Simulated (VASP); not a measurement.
# PbO (Litharge) (P4/nmm) in VASP: single point with PBEsol

Aim: the single point of PbO (Litharge) with PBEsol.

Everything below comes from runs of VASP 6.6.1. Logs are shortened: lines on timing, memory, paths and dates and some standing lists are left out, and cuts for length are marked.

**1. The cell of the first run**

Symmetry: P4/nmm, No. 129, tetragonal system. The conventional cell has a = 3.988 Å, b = 3.988 Å, c = 5.081 Å, α = 90.00°, β = 90.00°, γ = 90.00°. Within 3.1 Å of Pb (site symmetry 4mm) lie 4 O at 2.32 Å. O (site symmetry -4m2) has 4 Pb at 2.32 Å and 4 O at 2.82 Å within 3.1 Å.

**2. Single point, PBEsol**

The input, INCAR:

```
SYSTEM = PbO
  PREC = Accurate
  ENCUT = 520
  EDIFF = 1E-6
  ISMEAR = 0
  SIGMA = 0.02
  LREAL = .False.
  LASPH = .True.
  NELM = 100
  ALGO = Normal
  ISIF = 2
  LWAVE = .False.
  LCHARG = .False.
  GGA = PS
  NBANDS = 28
```

The input, KPOINTS:

```
Automatic mesh
0
Gamma
  8 8 6
  0 0 0
```

The input, POSCAR:

```
PbO
1.0
    3.9876158793      0.0000000000      0.0000000000
    0.0000000000      3.9876158793      0.0000000000
    0.0000000000      0.0000000000      5.0810545039
Pb O
2 2
Direct
    0.0000000000      0.5000000000      0.2331166310
    0.5000000000      0.0000000000      0.7668833690
    0.0000000000      0.0000000000      0.0000000000
    0.5000000000      0.5000000000      0.0000000000
```

Potentials or basis: VASP PAW PBE potentials, release 64 (Pb_d, O).

Run with:

```console
$ cat potpaw_PBE.64/Pb_d/POTCAR potpaw_PBE.64/O/POTCAR > POTCAR
$ mpirun -np 1 vasp_std > vasp.out
```

OUTCAR:

```text
SYSTEM = PbO
   PREC = Accurate
   ENCUT = 520
   EDIFF = 1E-6
   ISMEAR = 0
   LREAL = .False.
   LASPH = .True.
   NELM = 100
   ISIF = 2
   GGA = PS

 ion  position               nearest neighbor table
   1  0.000  0.500  0.233-   3 2.32   4 2.32   3 2.32   4 2.32   2 3.68   2 3.68   2 3.68   2 3.68
                             2 3.91   2 3.91   2 3.91   2 3.91
   2  0.500  0.000  0.767-   3 2.32   4 2.32   4 2.32   3 2.32   1 3.68   1 3.68   1 3.68   1 3.68
                             1 3.91   1 3.91   1 3.91   1 3.91
   3  0.000  0.000  0.000-   1 2.32   2 2.32   1 2.32   2 2.32
   4  0.500  0.500  0.000-   1 2.32   2 2.32   2 2.32   1 2.32

  LATTYP: Found a simple tetragonal cell.
 ALAT       =     3.9876158793
 C/A-ratio  =     1.2742086143

  Lattice vectors:

 A1 = (   3.9876158793,   0.0000000000,   0.0000000000)
 A2 = (   0.0000000000,   3.9876158793,   0.0000000000)
 A3 = (   0.0000000000,   0.0000000000,   5.0810545039)

Analysis of symmetry for initial positions (statically):
=====================================================================
 Subroutine PRICEL returns:
 Original cell was already a primitive cell.

 Routine SETGRP: Setting up the symmetry group for a
 simple tetragonal supercell.

 Subroutine GETGRP returns: Found 16 space group operations
 (whereof  8 operations were pure point group operations)
 out of a pool of 16 trial point group operations.

The static configuration has the point symmetry D_2d.
 The point group associated with its full space group is D_4h.

Analysis of symmetry for dynamics (positions and initial velocities):
=====================================================================
 Subroutine PRICEL returns:
 Original cell was already a primitive cell.

 Routine SETGRP: Setting up the symmetry group for a
 simple tetragonal supercell.

 Subroutine GETGRP returns: Found 16 space group operations
 (whereof  8 operations were pure point group operations)
 out of a pool of 16 trial point group operations.

The dynamic configuration has the point symmetry D_2d.
 The point group associated with its full space group is D_4h.

 Subroutine INISYM returns: Found 16 space group operations
 (whereof  8 operations are pure point group operations),
 and found     1 'primitive' translations

----------------------------------------------------------------------------------------

                                     Primitive cell

  volume of cell :      80.7943

  direct lattice vectors                    reciprocal lattice vectors
     3.987615879  0.000000000  0.000000000     0.250776411  0.000000000  0.000000000
     0.000000000  3.987615879  0.000000000     0.000000000  0.250776411  0.000000000
     0.000000000  0.000000000  5.081054504     0.000000000  0.000000000  0.196809540

  length of vectors
     3.987615879  3.987615879  5.081054504     0.250776411  0.250776411  0.196809540

  position of ions in fractional coordinates (direct lattice)
     0.000000000  0.500000000  0.233116631
     0.500000000  0.000000000  0.766883369
     0.000000000  0.000000000  0.000000000
     0.500000000  0.500000000  0.000000000

  ion indices of the primitive-cell ions
   primitive index   ion index
                 1           1
                 2           2
                 3           3
                 4           4

----------------------------------------------------------------------------------------

 KPOINTS: Automatic mesh

Automatic generation of k-mesh.
 Grid dimensions read from file:
 generate k-points for:    8    8    6

 Generating k-lattice:

  Cartesian coordinates                     Fractional coordinates (reciprocal lattice)
     0.031347051  0.000000000  0.000000000     0.125000000  0.000000000  0.000000000
     0.000000000  0.031347051  0.000000000     0.000000000  0.125000000  0.000000000
     0.000000000  0.000000000  0.032801590     0.000000000  0.000000000  0.166666667

  Length of vectors
     0.031347051  0.031347051  0.032801590

  Shift w.r.t. Gamma in fractional coordinates (k-lattice)
     0.000000000  0.000000000  0.000000000

 Subroutine IBZKPT returns following result:
 ===========================================

 Found     60 irreducible k-points:

 Following reciprocal coordinates:
            Coordinates               Weight
  0.000000  0.000000  0.000000      1.000000
  0.125000  0.000000  0.000000      4.000000
  0.250000  0.000000  0.000000      4.000000
  0.375000  0.000000  0.000000      4.000000
  0.500000  0.000000  0.000000      2.000000
  0.125000  0.125000  0.000000      4.000000
[... 16 lines left out ...]
  0.375000  0.125000  0.166667     16.000000
  0.500000  0.125000  0.166667      8.000000
 [... further k-points ...]
   k-points           NKPTS =     60   k-points in BZ     NKDIM =     60   number of bands    NBANDS=     28
   number of dos      NEDOS =    301   number of ions     NIONS =      4
   total plane-waves  NPLWV =  36000
   dimension x,y,z NGX =    30 NGY =   30 NGZ =   40
   dimension x,y,z NGXF=    60 NGYF=   60 NGZF=   80
   ions per type =               2   2
   NGX,Y,Z   is equivalent  to a cutoff of  12.51, 12.51, 13.09 a.u.
   NGXF,Y,Z  is equivalent  to a cutoff of  25.01, 25.01, 26.18 a.u.
 SYSTEM =  PbO
   PREC   = accura    normal or accurate (medium, high low for compatibility)
   ISTART =      0    job   : 0-new  1-cont  2-samecut
   ICHARG =      2    charge: 1-file 2-atom 10-const
   ISPIN  =      1    spin polarized calculation?
   LNONCOLLINEAR =      F non collinear calculations
   LSORBIT =      F    spin-orbit coupling
   LASPH  =      T    aspherical Exc in radial PAW
   ENCUT  =  520.0 eV  38.22 Ry    6.18 a.u.   7.41  7.41  9.45*2*pi/ulx,y,z
   NELM   =    100;   NELMIN=  2; NELMDL= -5     # of ELM steps
   EDIFF  = 0.1E-05   stopping-criterion for ELM
   LREAL  =      F    real-space projection
[... 7 lines left out ...]
   TEBEG  =    0.0;   TEEND  =   0.0 temperature during run
   PSTRESS=    0.0 pullay stress
   NELECT =      40.0000    total number of electrons
   NUPDOWN=      -1.0000    fix difference up-down
   EMIN   =  10.00;   EMAX   =-10.00  energy-range for DOS
   EFERMI =   0.00;   METHOD = LEGACY
   ISMEAR =     0;   SIGMA  =   0.02  broadening in eV -4-tet -1-fermi 0-gaus
   EFERMI_NEDOS =   21; number of points for ismear=-14 and -15
   IALGO  =     38    algorithm
   IMIX   =      4    mixing-type and parameters
     AMIX     =   0.40;   BMIX     =  1.00
     AMIX_MAG =   1.60;   BMIX_MAG =  1.00
  volume/ion in A,a.u.               =      20.20       136.31
  Fermi-wavevector in a.u.,A,eV,Ry     =   1.295094  2.447373 22.820627  1.677269
  Thomas-Fermi vector in A             =   2.426636
   LORBIT       =      0    0 simple, 1 ext, 2 COOP (PROOUT), +10 PAW based schemes
   GGA     = PS    functional components
   LHFCALC =     F    Hartree Fock is set to
   AEXX    =    0.0000 exact exchange contribution
   IVDW    =     0    specifies the selected vdW correction
   LEPSILON=     F    determine dielectric tensor
   LRPA    =     F    only Hartree local field effects (RPA)
 non-spin polarized calculation
 Gauss-broadening in eV      SIGMA  =   0.02
  energy-cutoff  :      520.00
  volume of cell :       80.79
 maximum number of plane-waves:      2210
 NGX is ok and might be reduce to    30
   NGX = 15   NGY = 15   NGZ = 19

 number of electron      39.9999997 magnetization

 Free energy of the ion-electron system (eV)
  ---------------------------------------------------
  ext. energy  EPLUGINS =         0.00000000
  ---------------------------------------------------
  free energy    TOTEN  =       -22.87496890 eV

  energy without entropy =      -22.87496890  energy(sigma->0) =      -22.87496890

 E-fermi :   4.9147     XC(G=0):  -9.9781

 val. band max:        4.8055982229   @ k =   0.1250   0.0000   0.0000
 cond. band min:       6.0465972041   @ k =   0.5000   0.5000   0.0000
 fundamental gap:      1.2409989811
 Fermi energy:         4.9146892413

 k-point     1 :       0.0000    0.0000    0.0000
  band No.  band energies     occupation
      1     -13.5006      2.00000
      2     -12.9547      2.00000
      3     -11.1236      2.00000
      4     -11.1236      2.00000
      5     -11.0589      2.00000
      6     -11.0458      2.00000
[... 20 lines left out ...]
     27      12.2842      0.00000
     28      12.8294      0.00000

 k-point     2 :       0.1250    0.0000    0.0000
  band No.  band energies     occupation
      1     -13.4665      2.00000
      2     -12.9655      2.00000
      3     -11.1166      2.00000
      4     -11.1141      2.00000
      5     -11.0477      2.00000
      6     -11.0366      2.00000
[... 20 lines left out ...]
     27      12.5152      0.00000
     28      13.8474      0.00000

 k-point     3 :       0.2500    0.0000    0.0000
  band No.  band energies     occupation
      1     -13.3772      2.00000
      2     -13.0011      2.00000
      3     -11.0971      2.00000
      4     -11.0877      2.00000
      5     -11.0149      2.00000
      6     -11.0117      2.00000
[... 20 lines left out ...]
     27      12.7888      0.00000
     28      15.6282      0.00000

 k-point     4 :       0.3750    0.0000    0.0000
  band No.  band energies     occupation
      1     -13.2639      2.00000
      2     -13.0648      2.00000
      3     -11.0693      2.00000
      4     -11.0537      2.00000
      5     -11.0098      2.00000
      6     -11.0037      2.00000
[... 578 lines left out ...]
     27      13.6978      0.00000
     28      15.0897      0.00000

 k-point    23 :       0.3750    0.1250    0.1667
  band No.  band energies     occupation
      1     -13.2495      2.00000
      2     -13.0670      2.00000
      3     -11.0717      2.00000
      4     -11.0418      2.00000
      5     -11.0159      2.00000
      6     -10.9903      2.00000
[... 20 lines left out ...]
     27      13.9142      0.00000
     28      14.4337      0.00000

 k-point    24 :       0.5000    0.1250    0.1667
  band No.  band energies     occupation
      1     -13.1503      2.00000
      2     -13.1503      2.00000
      3     -11.0487      2.00000
      4     -11.0487      2.00000
      5     -11.0071      2.00000
      6     -11.0071      2.00000
[... 20 lines left out ...]
     27      14.1203      0.00000
     28      14.1203      0.00000

 [... further k-points ...]
[... 5 lines left out ...]
  --------------------------------------------------------------------------------------
  -------------------------------------------------------------------------------------
  Total        0.0515118      0.0515118      0.0508405      0.0000000      0.0000000      0.0000000
  in kB        1.0214964      1.0214964      1.0081849      0.0000000      0.0000000      0.0000000
  external PRESSURE =       1.0170592 kB  Pullay stress =       0.0000000 kB

 VOLUME and BASIS-vectors are now :
 -----------------------------------------------------------------------------
  energy-cutoff  :      520.00
  volume of cell :       80.79
      direct lattice vectors                 reciprocal lattice vectors
     3.987615879  0.000000000  0.000000000     0.250776411  0.000000000  0.000000000
     0.000000000  3.987615879  0.000000000     0.000000000  0.250776411  0.000000000
     0.000000000  0.000000000  5.081054504     0.000000000  0.000000000  0.196809540

 POSITION                                       TOTAL-FORCE (eV/Angst)
 -----------------------------------------------------------------------------------
      0.00000      1.99381      1.18448        -0.000000      0.000000      0.044467
      1.99381      0.00000      3.89658         0.000000      0.000000     -0.044467
      0.00000      0.00000      0.00000        -0.000000     -0.000000      0.000000
      1.99381      1.99381      0.00000        -0.000000      0.000000      0.000000
 -----------------------------------------------------------------------------------
    total drift:                                0.000000      0.000000      0.000000

  FREE ENERGIE OF THE ION-ELECTRON SYSTEM (eV)
  ---------------------------------------------------
  free  energy   TOTEN  =       -22.8749688958 eV

  energy  without entropy=      -22.8749688958  energy(sigma->0) =      -22.87496890
```

Wall time 2.3 min (1 thread of Intel Xeon Platinum 8259CL at 2.50GHz (Skylake/Cascade Lake), shared host); peak memory 0.25 GiB.

Results:

* Free energy: -22.8750 eV
* Pressure: 0.1 GPa
* Largest force: 0.044 eV/Å
* Band gap on the k mesh: 1.24 eV, indirect (least direct gap 2.20 eV)

Forces on the atoms (eV/Å):
```
Pb   0.000  0.000  0.044
Pb   0.000  0.000 -0.044
O    0.000  0.000  0.000
O    0.000  0.000  0.000
```

Caveat: the PAW data sets were made with another functional, which shifts forces and pressure a little; spin-orbit coupling is left out, which moves the levels of the heavy elements.
